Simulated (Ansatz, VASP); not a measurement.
# TiTe2: VASP beside Ansatz

File INCAR:

```
SYSTEM = TiTe2
PREC     = Accurate       ! precision mode
ENCUT    = 600            ! plane-wave cutoff, eV
EDIFF    = 1E-6           ! SCF threshold, eV
ISMEAR   = -1             ! smearing method
SIGMA    = 0.05           ! smearing width, eV
LREAL    = .False.        ! projectors in reciprocal space
LASPH    = .True.         ! aspherical terms in the spheres
NELM     = 80             ! most SCF steps
ALGO     = Normal         ! electronic algorithm
ISIF     = 3              ! what is computed and relaxed
LWAVE    = .False.        ! write WAVECAR
LCHARG   = .False.        ! write CHGCAR
GGA      = PE             ! functional
IVDW     = 12             ! dispersion correction
IBRION   = 2              ! ionic algorithm
NSW      = 60             ! ionic steps
EDIFFG   = -0.01          ! ionic threshold
```

KPOINTS

```
regular mesh
0
Gamma
  8 8 4
  0 0 0
```

Contents of POSCAR:

```
TiTe2
1.0
    3.7770000000      0.0000000000      0.0000000000
   -1.8885000000      3.2709779501      0.0000000000
    0.0000000000      0.0000000000      6.4980000000
Te Ti
2 1
Direct
    0.3333333333      0.6666666667      0.7372000000
    0.6666666667      0.3333333333      0.2628000000
    0.0000000000      0.0000000000      0.0000000000
```

Contents of input.yaml:

```yaml
crystal:
  lattice:
    - [3.777, 0.0, 0.0]
    - [-1.8885, 3.2709779501, 0.0]
    - [0.0, 0.0, 6.498]
  atoms:
    - { symbol: Te, position: [0.3333333333, 0.6666666667, 0.7372] }
    - { symbol: Te, position: [0.6666666667, 0.3333333333, 0.2628] }
    - { symbol: Ti, position: [0.0, 0.0, 0.0] }
hamiltonian:
  xc: pbe
  pseudopotentials: { kind: paw }
  dispersion: d3bj
kpoints:
  mp_grid: { grid: [8, 8, 4] }
scf:
  occupations: { method: fermi_dirac, width: 0.05 }
output:
  forces: true
  stress: true
  eigenvalues: true
relax:
  f_tol: 0.01
  max_steps: 40
  cell: { stress_tol: 0.05 }
```

Alike in both runs: task relaxation of cell and atoms; functional PBE; dispersion D3(BJ); k mesh 8 × 8 × 4; occupations fermi-dirac, width 0.05 eV; no spin polarisation.

```csv
,VASP,Ansatz
version,VASP 6.6.1,Ansatz 0.2.0
potentials or method,"VASP PAW PBE potentials, release 64 (Te, Ti_sv)",Ansatz PAW
plane-wave cutoff (eV),600,420
valence electrons in the cell,24,44
```

```csv
,VASP,Ansatz,Ansatz less VASP
"gap on the k mesh at the Fermi level, each at its own relaxed structure (eV)",none,none,-
relaxed volume (Å³/atom),25.16,25.17,+0.002
relaxed cell length with the largest relative difference (Å),6.348,6.350,+0.0025
```

A gap of «none» marks a metal or a gap that the smearing closes. VASP's potentials hold 24 valence electrons a cell and Ansatz's 44, so a difference there can come from the potentials and not from the codes.

Spin-orbit coupling is off throughout. Noted on Ansatz's run: the plane-wave basis is chosen anew once the cell has moved, so the energies of steps on either side of that aren't comparable.
